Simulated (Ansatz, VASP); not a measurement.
PtSe2: VASP beside Ansatz

INCAR

```
SYSTEM = PtSe2
ALGO = Normal
EDIFF = 1E-6
ENCUT = 520
GGA = PS
ISIF = 2
ISMEAR = -1
IVDW = 13
LASPH = .TRUE.
LCHARG = .FALSE.
LREAL = .FALSE.
LWAVE = .FALSE.
NBANDS = 18
NELM = 100
PREC = Accurate
SIGMA = 0.05
```

File KPOINTS:

```
k-points
0
G
  8 8 5
  0 0 0
```

File POSCAR:

```
PtSe2
1.0
    3.7970381507      0.0000000000      0.0000000000
   -1.8985190754      3.2883314977      0.0000000000
    0.0000000000      0.0000000000      5.1612801071
Pt Se
1 2
Direct
    0.0000000000      0.0000000000      0.0000000000
    0.6666666667      0.3333333333      0.7500000000
    0.3333333333      0.6666666667      0.2500000000
```

The input input.yaml:

```yaml
crystal:
  lattice:
    - [3.7970381507, 0.0, 0.0]
    - [-1.8985190754, 3.2883314977, 0.0]
    - [0.0, 0.0, 5.1612801071]
  atoms:
    - { symbol: Pt, position: [0.0, 0.0, 0.0] }
    - { symbol: Se, position: [0.6666666667, 0.3333333333, 0.75] }
    - { symbol: Se, position: [0.3333333333, 0.6666666667, 0.25] }
hamiltonian:
  xc: pbesol
  pseudopotentials: { kind: paw }
  dispersion: d4
kpoints:
  mp_grid: { grid: [8, 8, 5] }
scf:
  occupations: { method: fermi_dirac, width: 0.05 }
output:
  forces: true
  stress: true
  eigenvalues: true
```

Alike in both runs: task single point; functional PBEsol; dispersion D4; k mesh 8 × 8 × 5; occupations fermi-dirac, width 0.05 eV; no spin polarisation.

```csv
,VASP,Ansatz
version,VASP 6.6.1,Ansatz 0.2.0
potentials or method,"VASP PAW PBE potentials, release 64 (Pt, Se)",Ansatz PAW
plane-wave cutoff (eV),520,420
valence electrons in the cell,22,50
```

Ansatz gave:

- gap on the k mesh at the Fermi level (eV): none
- pressure (GPa): -6.8
- traceless stress, the component that is largest in VASP (GPa): 0.74
- rms of the force components (eV/Å): 0.153

Q: Estimate VASP's values.

A: gap on the k mesh at the Fermi level (eV): none; pressure (GPa): -6.7; traceless stress, the component that is largest in VASP (GPa): 0.72; rms of the force components (eV/Å): 0.148.

VASP's potentials were made for PBE, not for PBEsol. Atom by atom the forces differ by 0.005 eV/Å (rms over components). A gap of «none» marks a metal or a gap that the smearing closes. VASP's potentials hold 22 valence electrons a cell and Ansatz's 50, so a difference there can come from the potentials and not from the codes.

Spin-orbit coupling is off throughout.
